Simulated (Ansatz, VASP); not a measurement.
**One calculation of TiC, two programs**

```
Ti C
1.0
     0.00000    2.16400    2.22892
     2.16400    0.00000    2.22892
     2.16400    2.16400    0.00000
Ti C
1 1
Cartesian
  0.0000 0.0000 0.0000
  2.1640 2.1640 2.2289
```

Change from the starting cell: zz strain of +3 %.

Alike in both runs: task single point; functional PBEsol; k mesh 16 × 16 × 16; occupations fermi-dirac, width 0.03 eV; no spin polarisation.

|  | VASP | Ansatz |
| --- | --- | --- |
| version | VASP 6.6.1 | Ansatz 0.2.0 |
| potentials or method | VASP PAW PBE potentials, release 64 (Ti_sv, C), cutoff 520 eV | all-electron LAPW, scalar-relativistic |

VASP gave:

- pressure (GPa): -12.3
- traceless stress, the component that is largest in VASP (GPa): -6.20

**Question.** Estimate Ansatz's values.

**Answer.** Pressure (GPa): -12.6; traceless stress, the component that is largest in VASP (GPa): -6.15.

VASP's potentials were made for PBE, not for PBEsol. Ansatz ran all-electron here, and VASP with PAW potentials.
